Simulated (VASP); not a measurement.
# Si2W: single point with r2SCAN

The system is Si2W.

```
Si W
1.0
    -1.60600    1.60600    3.94000
     1.60600   -1.60600    3.94000
     1.60600    1.60600   -3.94000
Si W
2 1
Direct
  0.33300 0.33300 0.00000
  0.66700 0.66700 0.00000
  0.00000 0.00000 0.00000
```

```yaml
Program: VASP 6.6.1
Task: single point
Functional: r2SCAN
Potentials_or_basis: VASP PAW PBE potentials, release 64 (Si, W_sv)
Cutoff: 520 eV
k_mesh: 8 × 8 × 8
Occupations: gaussian, width 0.1 eV
Spin: no spin polarisation
Dipole_correction: no
Further_INCAR_settings: ALGO = Normal; EDIFF = 1e-06; NBANDS = 18
```

```
Pressure               : -2.6 GPa
Largest force          : 0.352 eV/Å
Band gap on the k mesh : zero (band 11 reaches 12.63 eV, above the bottom of band 12 at 11.32 eV)
```

Forces in eV/Å, atoms in the order of the input:
```
Si   0.000  0.000  0.352
Si   0.000  0.000 -0.352
W    0.000  0.000  0.000
```

Stress tensor (GPa, compression positive):
```
-0.87  0.00  0.00
 0.00 -0.87  0.00
 0.00  0.00 -6.06
```

Levels at points of the mesh, in eV from the Fermi level:
| k point | band 7 | band 8 | band 9 | band 10 | band 11 | band 12 | band 13 | band 14 | band 15 | band 16 |
| --- | --- | --- | --- | --- | --- | --- | --- | --- | --- | --- |
| (0.00, 0.00, 0.00) | -3.88 | -3.22 | -2.92 | -2.92 | 0.79 | 3.05 | 3.23 | 3.44 | 3.44 | 4.97 |
| (0.50, 0.00, 0.00) | -5.87 | -5.08 | -2.79 | -2.76 | -0.36 | 2.99 | 3.13 | 4.26 | 4.76 | 5.53 |
| (0.50, 0.50, 0.00) | -6.32 | -5.66 | -5.23 | -3.37 | -1.80 | 2.94 | 3.42 | 3.51 | 4.09 | 4.63 |
| (0.50, 0.50, 0.50) | -3.77 | -2.62 | -0.85 | -0.85 | -0.43 | -0.43 | 0.97 | 4.76 | 5.55 | 6.63 |

Wall time 89 s on 1 thread of Intel(R) Xeon(R) 6975P-C (Granite Rapids), on a shared host, peak memory 0.24 GiB.

Caveat: the PAW data sets were made with another functional, which shifts forces and pressure a little; spin-orbit coupling is left out, which moves the levels of the heavy elements.
